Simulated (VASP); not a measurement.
Write the native input for VASP 6.6.1 that does the following.

- Task: single point
- Functional: r2SCAN
- Potentials or basis: VASP PAW PBE potentials, release 64 (Bi_d)
- Cutoff: 550 eV
- k mesh: 4 × 4 × 4
- Occupations: fermi-dirac, width 0.1 eV
- Spin: no spin polarisation
- Dipole correction: no
- Further INCAR settings: ALGO = Normal; EDIFF = 1e-06; NBANDS = 22

Crystal: Bi.

```
Bi
1.0
     0.00000    3.61828    3.61828
     3.61828    0.00000    3.61828
     3.61828    3.61828    0.00000
Bi
2
Cartesian
  0.9046 0.9046 0.9046
  6.3320 6.3320 6.3320
```

This isn't the form of Bi at room conditions, which is rhombohedral.

These files were run (other wordings do the same):

POSCAR

```
Bi
1.0
    0.0000000000      3.6182837674      3.6182837674
    3.6182837674      0.0000000000      3.6182837674
    3.6182837674      3.6182837674      0.0000000000
Bi
2
Direct
    0.1250000000      0.1250000000      0.1250000000
    0.8750000000      0.8750000000      0.8750000000
```

INCAR.step1

```
ALGO = Normal ; EDIFF = 1E-5
ENCUT = 550 ; GGA = PE
GGA_COMPAT = False ; ISMEAR = -1
LASPH = True ; LCHARG = False
LREAL = False ; LWAVE = True
NBANDS = 22 ; NELM = 120
PREC = Accurate ; SIGMA = 0.1
```

INCAR.step2

```
ALGO = Normal ; EDIFF = 1E-6
ENCUT = 550 ; GGA_COMPAT = False
ISIF = 2 ; ISMEAR = -1
ISTART = 1 ; LASPH = True
LCHARG = False ; LMIXTAU = True
LREAL = False ; LWAVE = False
METAGGA = R2SCAN ; NBANDS = 22
NELM = 120 ; PREC = Accurate
SIGMA = 0.1
```

KPOINTS

```
k-points
0
Gamma
  4 4 4
```

Potentials or basis: VASP PAW PBE potentials, release 64 (Bi_d).

The run is started by

```bash
$ cat potpaw_PBE.64/Bi_d/POTCAR > POTCAR
$ cp INCAR.step1 INCAR
$ mpirun -np 1 vasp_std > vasp.out
$ cp INCAR.step2 INCAR
$ mpirun -np 1 vasp_std > vasp.out
```

It gave:

```json
{"Pressure": "-0.6 GPa", "Band gap on the k mesh": "zero (bands 15 and 16 overlap by 1.05 eV)"}
```

Caveat: the k points lie up to 0.38 Å⁻¹ apart, too coarse for converged energies and pressures of a metal; the PAW data sets were made with another functional, which shifts forces and pressure a little; spin-orbit coupling is left out, which moves the levels of the heavy elements.

Wall time 2.9 min on 1 thread of Intel Xeon 8259CL, with other jobs on the host, peak memory 0.22 GiB.
